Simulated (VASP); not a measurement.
Runs of VASP 6.6.1 on CsEu. It takes space group P-6m2 (No. 187, hexagonal). The conventional cell has a = 4.464 Å, b = 4.464 Å, c = 8.009 Å, α = 90.00°, β = 90.00°, γ = 120.00°. Within 5.9 Å of Cs (site symmetry -6m2) lie 6 Cs at 4.46 Å and 6 Eu at 4.76 Å. Eu (site symmetry -6m2) has 6 Eu at 4.46 Å and 6 Cs at 4.76 Å within 5.9 Å. 

```csv
level,gap on the mesh (eV),pressure (GPa),moment (μB)
PBE,none,-0.2,(a)
BLYP,none,(b),7.43
r2SCAN,none,-0.2,7.86
revPBE,none,0.2,7.60
```

Alike in all rows: task single point; potentials or basis VASP PAW PBE potentials, release 64 (Cs_sv, Eu); spin collinear, ferromagnetic start; cell as given; k mesh 6 × 6 × 3; cutoff (eV) 520; smearing methfessel-paxton 0.3 eV.

Q: Estimate the missing entries.

A: (a) 7.51; (b) 0.3.

Caveats: spin-orbit coupling is left out, which moves the levels of the heavy elements; without U or exact exchange the open f shell lies at the Fermi level, which spoils levels, moments and volumes; the PAW data sets were made with another functional, which shifts forces and pressure a little (some runs).

A k mesh can miss the band edges, and the runs leave out spin-orbit coupling on Cs, Eu.

A gap of «none» marks levels without a gap at the run's occupations.
